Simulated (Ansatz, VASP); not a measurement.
# AlRu in VASP and in Ansatz

```
Al Ru
1.0
     2.99160    0.00000    0.00000
     0.00000    2.99160    0.00000
     0.00000    0.00000    2.99160
Al Ru
1 1
Direct
  0.00000 0.00000 0.00000
  0.50000 0.50000 0.50000
```

Alike in both runs: task single point; functional LDA; k mesh 10 × 10 × 10; occupations fermi-dirac, width 0.0272 eV; no spin polarisation.

|  | VASP | Ansatz |
| --- | --- | --- |
| version | VASP 6.6.1 | Ansatz 0.2.0 |
| potentials or method | VASP PAW LDA potentials, release 64 (Al, Ru_pv), cutoff 500 eV | all-electron LAPW, scalar-relativistic |

Ansatz gave:

```
pressure (GPa) : -8.1
```

Q: Which values does VASP return?

A: Pressure (GPa): -7.6.

LDA's correlation is that of Perdew and Zunger in VASP and of Perdew and Wang (1992) in Ansatz. Ansatz ran all-electron here, and VASP with PAW potentials. Ansatz's warnings: optics on partly filled bands.
